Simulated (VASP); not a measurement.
# SiC (P6_3mc) in VASP: a series of runs, part 2 of 2

VASP 6.6.1. The steps go on from the part before.

## (3) Single point, r2SCAN (biaxial strain in the a-b plane: -6.0 %, then relaxed in part)

File POSCAR:

```
SiC
1.0
    2.8907797174      0.0000000000      0.0000000000
   -1.4453898587      2.5034886720      0.0000000000
    0.0000000000      0.0000000000      5.1085071990
Si C
2 2
Direct
    0.3333333333      0.6666666667      0.5042423974
    0.6666666667      0.3333333333      1.0042423974
    0.3333333333      0.6666666667      0.8707576026
    0.6666666667      0.3333333333      0.3707576026
```

File INCAR.step1:

```
  PREC = Accurate
  ENCUT = 520
  ISMEAR = 0
  SIGMA = 0.02
  LREAL = False
  LASPH = True
  NELM = 80
  NBANDS = 16
  GGA = PE
  ALGO = Normal
  EDIFF = 1E-4
  LWAVE = True
  LCHARG = False
```

File INCAR.step2:

```
  PREC = Accurate
  ENCUT = 520
  EDIFF = 1E-7
  ISMEAR = 0
  SIGMA = 0.02
  LREAL = False
  LASPH = True
  NELM = 80
  ALGO = Normal
  ISIF = 2
  LWAVE = False
  LCHARG = False
  METAGGA = R2SCAN
  LMIXTAU = True
  NBANDS = 16
  ISTART = 1
```

File KPOINTS:

```
Automatic mesh
0
Gamma
  12 12 6
```

Potentials or basis: VASP PAW PBE potentials, release 64 (Si, C).

On the command line:

```
$ cat potpaw_PBE.64/Si/POTCAR potpaw_PBE.64/C/POTCAR > POTCAR
$ cp INCAR.step1 INCAR
$ mpirun -np 1 vasp_std > vasp.out
$ cp INCAR.step2 INCAR
$ mpirun -np 1 vasp_std > vasp.out
```

OUTCAR:

```text
PREC = Accurate
   ENCUT = 520
   EDIFF = 1E-7
   ISMEAR = 0
   LREAL = False
   LASPH = True
   NELM = 80
   ISIF = 2
   METAGGA = R2SCAN
   ISTART = 1

 ion  position               nearest neighbor table
   1  0.333  0.667  0.504-   4 1.80   4 1.80   4 1.80   3 1.87   2 3.05   2 3.05   2 3.05   2 3.05
                             2 3.05   2 3.05
   2  0.667  0.333  0.004-   3 1.80   3 1.80   3 1.80   4 1.87   1 3.05   1 3.05   1 3.05   1 3.05
                             1 3.05   1 3.05
   3  0.333  0.667  0.871-   2 1.80   2 1.80   2 1.80   1 1.87
   4  0.667  0.333  0.371-   1 1.80   1 1.80   1 1.80   2 1.87

  LATTYP: Found a hexagonal cell.
 ALAT       =     2.8907797174
 C/A-ratio  =     1.7671727694

  Lattice vectors:

 A1 = (   2.8907797174,   0.0000000000,   0.0000000000)
 A2 = (  -1.4453898587,   2.5034886720,   0.0000000000)
 A3 = (   0.0000000000,   0.0000000000,   5.1085071990)

Analysis of symmetry for initial positions (statically):
=====================================================================
 Subroutine PRICEL returns:
 Original cell was already a primitive cell.
[... 173 lines left out ...]
  free energy    TOTEN  =       -37.97178242 eV

  energy without entropy =      -37.97178242  energy(sigma->0) =      -37.97178242

 E-fermi :   9.9383     XC(G=0): -12.4478

 val. band max:        9.7909761698   @ k =   0.0000   0.0000   0.0000
 cond. band min:      11.5154946232   @ k =   0.3333   0.3333   0.0000
 fundamental gap:      1.7245184534
 Fermi energy:         9.9382507650

 k-point     1 :       0.0000    0.0000    0.0000
  band No.  band energies     occupation
      1      -7.8264      2.00000
      2      -4.3265      2.00000
      3      -0.5016      2.00000
      4       8.6338      2.00000
      5       8.6925      2.00000
      6       8.6925      2.00000
[... 433 lines left out ...]
      3       1.6363      2.00000
      4       3.0498      2.00000
      5       4.2754      2.00000
      6       6.8435      2.00000
[... 8 lines left out ...]
     15      22.5317      0.00000
     16      23.8057      0.00000

 [... further k-points ...]
[... 5 lines left out ...]
  --------------------------------------------------------------------------------------
  -------------------------------------------------------------------------------------
  Total       11.1080011     11.1080011     -0.1143015      0.0000000      0.0000000      0.0000000
  in kB      481.3842280    481.3842280     -4.9534501      0.0000000      0.0000000      0.0000000
  external PRESSURE =     319.2716686 kB  Pullay stress =       0.0000000 kB

 VOLUME and BASIS-vectors are now :
 -----------------------------------------------------------------------------
  energy-cutoff  :      520.00
  volume of cell :       36.97
      direct lattice vectors                 reciprocal lattice vectors
     2.890779717  0.000000000  0.000000000     0.345927431  0.199721295  0.000000000
    -1.445389859  2.503488672  0.000000000     0.000000000  0.399442590  0.000000000
     0.000000000  0.000000000  5.108507199     0.000000000  0.000000000  0.195751902

 POSITION                                       TOTAL-FORCE (eV/Angst)
 -----------------------------------------------------------------------------------
     -0.00000      1.66899      2.57593         0.000000      0.000000     -0.006380
      1.44539      0.83450      0.02167        -0.000000     -0.000000     -0.006380
     -0.00000      1.66899      4.44827         0.000000     -0.000000      0.006380
      1.44539      0.83450      1.89402        -0.000000      0.000000      0.006380
 -----------------------------------------------------------------------------------
    total drift:                               -0.000000     -0.000000      0.000899

  FREE ENERGIE OF THE ION-ELECTRON SYSTEM (eV)
  ---------------------------------------------------
  free  energy   TOTEN  =       -37.9717824209 eV

  energy  without entropy=      -37.9717824209  energy(sigma->0) =      -37.97178242
```

OUTCAR.step1:

```text
PREC = Accurate
   ENCUT = 520
   ISMEAR = 0
   LREAL = False
   LASPH = True
[... 689 lines left out ...]
     -0.00000      1.66899      2.57593         0.000000      0.000000      0.099997
      1.44539      0.83450      0.02167         0.000000      0.000000      0.099997
     -0.00000      1.66899      4.44827         0.000000      0.000000     -0.099997
      1.44539      0.83450      1.89402        -0.000000      0.000000     -0.099997
 -----------------------------------------------------------------------------------
    total drift:                                0.000000      0.000000      0.006810

  FREE ENERGIE OF THE ION-ELECTRON SYSTEM (eV)
  ---------------------------------------------------
  free  energy   TOTEN  =       -29.3577703490 eV

  energy  without entropy=      -29.3577703490  energy(sigma->0) =      -29.35777035
```

Run time: 2.2 min. Hardware: 1 thread of Intel Xeon Platinum 8375C at 2.90GHz (Ice Lake), shared host; peak memory 0.18 GiB.

Results:

- Free energy: -37.9718 eV
- Pressure: 31.9 GPa
- Largest force: 0.006 eV/Å
- Band gap on the k mesh: 1.72 eV, indirect (least direct gap 4.91 eV)

Forces on the atoms (eV/Å):
```
Si   0.000  0.000 -0.006
Si   0.000  0.000 -0.006
C    0.000  0.000  0.006
C    0.000  0.000  0.006
```

Stress tensor (GPa, compression positive):
```
48.14  0.00  0.00
 0.00 48.14  0.00
 0.00  0.00 -0.50
```

Levels at points of the mesh, in eV from the valence-band top:
| k point | band 6 | band 7 | band 8 | band 9 | band 10 | band 11 |
| --- | --- | --- | --- | --- | --- | --- |
| (0.00, 0.00, 0.00) | -1.10 | 0.00 | 0.00 | 5.66 | 7.41 | 8.38 |
| (0.50, 0.00, 0.00) | -4.13 | -3.48 | -1.51 | 3.77 | 3.81 | 7.97 |
| (0.00, 0.00, 0.50) | -0.58 | -0.58 | -0.58 | 8.03 | 8.03 | 8.95 |
| (0.50, 0.00, 0.50) | -3.34 | -2.65 | -2.65 | 3.23 | 3.23 | 6.00 |

Caveat: the cell differs from its parent crystal (biaxial strain in the a-b plane: -6.0 %, then relaxed in part); the PAW data sets were made with another functional, which shifts forces and pressure a little.

## (4) Single point, r2SCAN (biaxial strain in the a-b plane: -6.0 %)

File POSCAR:

```
SiC
1.0
    2.8907797174      0.0000000000      0.0000000000
   -1.4453898587      2.5034886720      0.0000000000
    0.0000000000      0.0000000000      5.2300812711
Si C
2 2
Direct
    0.3333333333      0.6666666667      0.5024430300
    0.6666666667      0.3333333333      1.0024430300
    0.3333333333      0.6666666667      0.8725569700
    0.6666666667      0.3333333333      0.3725569700
```

File INCAR.step1:

```
SYSTEM = SiC
  PREC = Accurate
  ENCUT = 520
  ISMEAR = 0
  SIGMA = 0.02
  LREAL = .FALSE.
  LASPH = .TRUE.
  NELM = 80
  NBANDS = 16
  GGA = PE
  ALGO = Normal
  EDIFF = 1E-4
  LWAVE = .TRUE.
  LCHARG = .FALSE.
```

File INCAR.step2:

```
SYSTEM = SiC
  PREC = Accurate
  ENCUT = 520
  EDIFF = 1E-7
  ISMEAR = 0
  SIGMA = 0.02
  LREAL = .FALSE.
  LASPH = .TRUE.
  NELM = 80
  ALGO = Normal
  ISIF = 2
  LWAVE = .FALSE.
  LCHARG = .FALSE.
  METAGGA = R2SCAN
  LMIXTAU = .TRUE.
  NBANDS = 16
  ISTART = 1
```

File KPOINTS:

```
regular mesh
0
G
  12 12 6
  0 0 0
```

Potentials or basis: VASP PAW PBE potentials, release 64 (Si, C).

On the command line:

```
$ cat potpaw_PBE.64/Si/POTCAR potpaw_PBE.64/C/POTCAR > POTCAR
$ cp INCAR.step1 INCAR
$ mpirun -np 1 vasp_std > vasp.out
$ cp INCAR.step2 INCAR
$ mpirun -np 1 vasp_std > vasp.out
```

OUTCAR:

```text
SYSTEM = SiC
   PREC = Accurate
   ENCUT = 520
   EDIFF = 1E-7
   ISMEAR = 0
   LREAL = .FALSE.
   LASPH = .TRUE.
   NELM = 80
   ISIF = 2
   METAGGA = R2SCAN
   ISTART = 1

 ion  position               nearest neighbor table
   1  0.333  0.667  0.502-   4 1.80   4 1.80   4 1.80   3 1.94   2 3.10   2 3.10   2 3.10   2 3.10
                             2 3.10   2 3.10
   2  0.667  0.333  0.002-   3 1.80   3 1.80   3 1.80   4 1.94   1 3.10   1 3.10   1 3.10   1 3.10
                             1 3.10   1 3.10
   3  0.333  0.667  0.873-   2 1.80   2 1.80   2 1.80   1 1.94
   4  0.667  0.333  0.373-   1 1.80   1 1.80   1 1.80   2 1.94
[... 662 lines left out ...]
  -------------------------------------------------------------------------------------
  Total       11.1969538     11.1969538     -4.0295378      0.0000000     -0.0000000      0.0000000
  in kB      473.9596857    473.9596857   -170.5676838      0.0000000     -0.0000000      0.0000000
  external PRESSURE =     259.1172292 kB  Pullay stress =       0.0000000 kB

 VOLUME and BASIS-vectors are now :
 -----------------------------------------------------------------------------
  energy-cutoff  :      520.00
  volume of cell :       37.85
      direct lattice vectors                 reciprocal lattice vectors
     2.890779717  0.000000000  0.000000000     0.345927431  0.199721295  0.000000000
    -1.445389859  2.503488672  0.000000000     0.000000000  0.399442590  0.000000000
     0.000000000  0.000000000  5.230081271     0.000000000  0.000000000  0.191201618

 POSITION                                       TOTAL-FORCE (eV/Angst)
 -----------------------------------------------------------------------------------
     -0.00000      1.66899      2.62782        -0.000000      0.000000      0.463288
      1.44539      0.83450      0.01278         0.000000      0.000000      0.463288
     -0.00000      1.66899      4.56354        -0.000000      0.000000     -0.463288
      1.44539      0.83450      1.94850         0.000000     -0.000000     -0.463288
 -----------------------------------------------------------------------------------
    total drift:                               -0.000000     -0.000000      0.001413

  FREE ENERGIE OF THE ION-ELECTRON SYSTEM (eV)
  ---------------------------------------------------
  free  energy   TOTEN  =       -37.9126401373 eV

  energy  without entropy=      -37.9126401373  energy(sigma->0) =      -37.91264014
```

It took 3 min on 1 thread of Intel Xeon Platinum 8375C at 2.90GHz (Ice Lake), shared host; peak memory 0.18 GiB.

Results:

```yaml
Free_energy: -37.9126 eV
Pressure: 25.9 GPa
Largest_force: 0.463 eV/Å
Band_gap_on_the_k_mesh: 1.80 eV, indirect (least direct gap 4.73 eV)
```

Forces on the atoms (eV/Å):
```
Si   0.000  0.000  0.463
Si   0.000  0.000  0.463
C    0.000  0.000 -0.463
C    0.000  0.000 -0.463
```

Levels at points of the mesh, in eV from the valence-band top:
```tsv
k point	band 4	band 5	band 6	band 7	band 8	band 9	band 10	band 11	band 12	band 13
(0.00, 0.00, 0.00)	-1.18	-0.98	-0.98	0.00	0.00	4.78	7.60	8.44	8.44	9.81
(0.50, 0.00, 0.00)	-7.60	-6.16	-3.95	-3.33	-1.57	3.72	3.90	8.02	8.09	9.28
(0.00, 0.00, 0.50)	-6.02	-0.52	-0.52	-0.52	-0.52	7.99	7.99	9.00	9.00	9.00
(0.50, 0.00, 0.50)	-9.23	-3.32	-3.32	-2.58	-2.58	3.05	3.05	5.89	5.89	11.19
```

Caveat: the cell differs from its parent crystal (biaxial strain in the a-b plane: -6.0 %); the PAW data sets were made with another functional, which shifts forces and pressure a little.

## (5) Single point, r2SCAN (biaxial strain in the a-b plane: -4.0 %, then relaxed in part)

File POSCAR:

```
SiC
1.0
    2.9522856689      0.0000000000      0.0000000000
   -1.4761428344      2.5567543885      0.0000000000
    0.0000000000      0.0000000000      5.0864539080
Si C
2 2
Direct
    0.3333333333      0.6666666667      0.5024430300
    0.6666666667      0.3333333333      1.0024430300
    0.3333333333      0.6666666667      0.8725569700
    0.6666666667      0.3333333333      0.3725569700
```

File INCAR.step1:

```
PREC = Accurate ; ENCUT = 520
ISMEAR = 0 ; SIGMA = 0.02
LREAL = False ; LASPH = True
NELM = 80 ; NBANDS = 16
GGA = PE ; ALGO = Normal
EDIFF = 1E-4 ; LWAVE = True
LCHARG = False
```

File INCAR.step2:

```
PREC = Accurate ; ENCUT = 520
EDIFF = 1E-6 ; ISMEAR = 0
SIGMA = 0.02 ; LREAL = False
LASPH = True ; NELM = 80
ALGO = Normal ; ISIF = 2
LWAVE = False ; LCHARG = False
METAGGA = R2SCAN ; LMIXTAU = True
NBANDS = 16 ; ISTART = 1
```

File KPOINTS:

```
Automatic mesh
0
Gamma
  12 12 6
```

On the command line:

```
$ cat potpaw_PBE.64/Si/POTCAR potpaw_PBE.64/C/POTCAR > POTCAR
$ cp INCAR.step1 INCAR
$ mpirun -np 1 vasp_std > vasp.out
$ cp INCAR.step2 INCAR
$ mpirun -np 1 vasp_std > vasp.out
```

Wall time 2.6 min (1 thread of Intel Xeon Platinum 8375C at 2.90GHz (Ice Lake), shared host); peak memory 0.18 GiB.

The run converged. Its results:

```
Free energy            : -38.3552 eV
Pressure               : 19.6 GPa
Largest force          : 0.004 eV/Å
Band gap on the k mesh : 2.09 eV, indirect (least direct gap 5.03 eV)
```

Forces in eV/Å, atoms in the order of the input:
```
Si   0.000  0.000 -0.004
Si   0.000  0.000 -0.004
C    0.000  0.000  0.004
C    0.000  0.000  0.004
```

Stress tensor (GPa, compression positive):
```
29.59  0.00  0.00
 0.00 29.59  0.00
 0.00  0.00 -0.36
```

Levels at points of the mesh, in eV from the valence-band top:
| k point | band 6 | band 7 | band 8 | band 9 | band 10 | band 11 |
| --- | --- | --- | --- | --- | --- | --- |
| (0.00, 0.00, 0.00) | -0.73 | 0.00 | 0.00 | 6.19 | 6.73 | 7.97 |
| (0.50, 0.00, 0.00) | -3.82 | -3.47 | -1.42 | 3.61 | 4.16 | 7.89 |
| (0.00, 0.00, 0.50) | -0.64 | -0.64 | -0.64 | 7.59 | 7.59 | 8.59 |
| (0.50, 0.00, 0.50) | -2.99 | -2.61 | -2.61 | 3.48 | 3.48 | 5.92 |

Caveat: the cell differs from its parent crystal (biaxial strain in the a-b plane: -4.0 %, then relaxed in part); the PAW data sets were made with another functional, which shifts forces and pressure a little.

## (6) Single point, r2SCAN

This run uses another cell than the first one, of 9.60 Å³/atom, 0.929 times its volume.

POSCAR is that of step 5.

File INCAR.step1:

```
SYSTEM = SiC
PREC     = Accurate       ! precision mode
ENCUT    = 520            ! plane-wave cutoff, eV
ISMEAR   = 0              ! smearing method
SIGMA    = 0.02           ! smearing width, eV
LREAL    = .False.        ! projectors in reciprocal space
LASPH    = .True.         ! aspherical terms in the spheres
NELM     = 80             ! most SCF steps
NBANDS   = 16             ! bands
GGA      = PE             ! functional
ALGO     = Normal         ! electronic algorithm
EDIFF    = 1E-4           ! SCF threshold, eV
LWAVE    = .True.         ! write WAVECAR
LCHARG   = .False.        ! write CHGCAR
```

File INCAR.step2:

```
SYSTEM = SiC
PREC     = Accurate       ! precision mode
ENCUT    = 520            ! plane-wave cutoff, eV
EDIFF    = 1E-7           ! SCF threshold, eV
ISMEAR   = 0              ! smearing method
SIGMA    = 0.02           ! smearing width, eV
LREAL    = .False.        ! projectors in reciprocal space
LASPH    = .True.         ! aspherical terms in the spheres
NELM     = 80             ! most SCF steps
ALGO     = Normal         ! electronic algorithm
ISIF     = 2              ! what is computed and relaxed
LWAVE    = .False.        ! write WAVECAR
LCHARG   = .False.        ! write CHGCAR
METAGGA  = R2SCAN         ! meta-GGA
LMIXTAU  = .True.       
NBANDS   = 16             ! bands
ISTART   = 1
```

File KPOINTS:

```
regular mesh
0
Gamma
  12 12 6
  0 0 0
```

Potentials or basis: VASP PAW PBE potentials, release 64 (Si, C).

On the command line:

```
$ cat potpaw_PBE.64/Si/POTCAR potpaw_PBE.64/C/POTCAR > POTCAR
$ cp INCAR.step1 INCAR
$ mpirun -np 1 vasp_std > vasp.out
$ cp INCAR.step2 INCAR
$ mpirun -np 1 vasp_std > vasp.out
```

Wall time 3.4 min (1 thread of Intel Xeon Platinum 8375C at 2.90GHz (Ice Lake), shared host); peak memory 0.18 GiB.

The run converged. Its results:

```
Free energy            : -38.3552 eV
Pressure               : 19.6 GPa
Largest force          : 0.004 eV/Å
Band gap on the k mesh : 2.09 eV, indirect (least direct gap 5.03 eV)
```

Forces in eV/Å, atoms in the order of the input:
```
Si   0.000  0.000 -0.004
Si   0.000  0.000 -0.004
C    0.000  0.000  0.004
C    0.000  0.000  0.004
```

Stress tensor (GPa, compression positive):
```
29.59  0.00  0.00
 0.00 29.59  0.00
 0.00  0.00 -0.36
```

Levels at points of the mesh, in eV from the valence-band top:
```tsv
k point	band 4	band 5	band 6	band 7	band 8	band 9	band 10	band 11	band 12	band 13
(0.00, 0.00, 0.00)	-1.19	-1.19	-0.73	0.00	0.00	6.19	6.73	7.97	7.97	9.22
(0.50, 0.00, 0.00)	-7.14	-6.08	-3.82	-3.47	-1.42	3.61	4.16	7.89	8.00	10.33
(0.00, 0.00, 0.50)	-5.44	-0.64	-0.64	-0.64	-0.64	7.59	7.59	8.59	8.59	8.59
(0.50, 0.00, 0.50)	-9.04	-2.99	-2.99	-2.61	-2.61	3.48	3.48	5.92	5.92	11.28
```

Caveat: the PAW data sets were made with another functional, which shifts forces and pressure a little. r2SCAN opens gaps a little over a GGA but as a rule still falls short of measured ones.

## (7) The runs side by side

```tsv
cell	gap on the mesh (eV)	pressure (GPa)	largest force (eV/Å)
a = 3.075, b = 3.075, c = 5.048 Å, angles 90.0, 90.0, 120.0°, 4 atoms	2.66	-0.2	-
a = 2.891, b = 2.891, c = 5.109 Å, angles 90.0, 90.0, 120.0°, 4 atoms	1.72	31.9	0.01
a = 2.891, b = 2.891, c = 5.230 Å, angles 90.0, 90.0, 120.0°, 4 atoms	1.80	25.9	0.46
a = 2.952, b = 2.952, c = 5.086 Å, angles 90.0, 90.0, 120.0°, 4 atoms	2.09	19.6	-
```

Alike in all rows: task single point; level r2SCAN; potentials or basis VASP PAW PBE potentials, release 64 (Si, C); no spin polarisation; k mesh 12 × 12 × 6; cutoff (eV) 520; smearing gaussian 0.02 eV.

Caveats: the PAW data sets were made with another functional, which shifts forces and pressure a little.

Total energies depend on the potentials used, so only differences within one code and one set of settings carry meaning.
